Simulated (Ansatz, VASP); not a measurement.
**Sn3Se: VASP beside Ansatz**

```
Sn Se
1.0
     0.00000    3.73314    3.73314
     3.73314    0.00000    3.73314
     3.73314    3.73314    0.00000
Sn Se
3 1
Cartesian
  3.7331 3.7331 3.7331
  5.5997 5.5997 5.5997
  1.8666 1.8666 1.8666
  0.0000 0.0000 0.0000
```

Alike in both runs: task single point; functional LDA; k mesh 6 × 6 × 6; occupations fermi-dirac, width 0.05 eV; no spin polarisation.

|  | VASP | Ansatz |
| --- | --- | --- |
| version | VASP 6.6.1 | Ansatz 0.2.0 |
| potentials or method | VASP PAW LDA potentials, release 64 (Sn_d, Se), cutoff 520 eV | all-electron LAPW, scalar-relativistic |

```tsv
	VASP	Ansatz	Ansatz less VASP
gap on the k mesh at the Fermi level (eV)	none	none	-
pressure (GPa)	-4.5	-4.5	+0.01
```

LDA's correlation is that of Perdew and Zunger in VASP and of Perdew and Wang (1992) in Ansatz. A gap of «none» marks a metal or a gap that the smearing closes. Ansatz ran all-electron here, and VASP with PAW potentials.
